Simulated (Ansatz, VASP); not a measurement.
# One calculation of MgSe, two programs

```
CELL_PARAMETERS angstrom
0.00000 2.78994 2.78994
2.78994 0.00000 2.78994
2.78994 2.78994 0.00000
ATOMIC_POSITIONS crystal
Mg 0.00000 0.00000 0.00000
Se 0.50000 0.50000 0.50000
```

Alike in both runs: task single point; functional r2SCAN; k mesh 6 × 6 × 6; no spin polarisation.

|  | VASP | Ansatz |
| --- | --- | --- |
| version | VASP 6.6.1 | Ansatz 0.2.0 |
| potentials or method | VASP PAW PBE potentials, release 64 (Mg, Se) | plane waves, PAW |
| plane-wave cutoff (eV) | 660 | 500 |
| occupations | gaussian, width 0.01 eV | fixed |
| valence electrons in the cell | 8 | 26 |

|  | VASP | Ansatz | Ansatz less VASP |
| --- | --- | --- | --- |
| gap on the k mesh at the Fermi level (eV) | 2.33 | 2.37 | +0.038 |
| pressure (GPa) | -3.7 | -3.4 | +0.29 |

VASP's potentials were made for PBE, not for r2SCAN. VASP's potentials hold 8 valence electrons a cell and Ansatz's 26, so a difference there can come from the potentials and not from the codes.
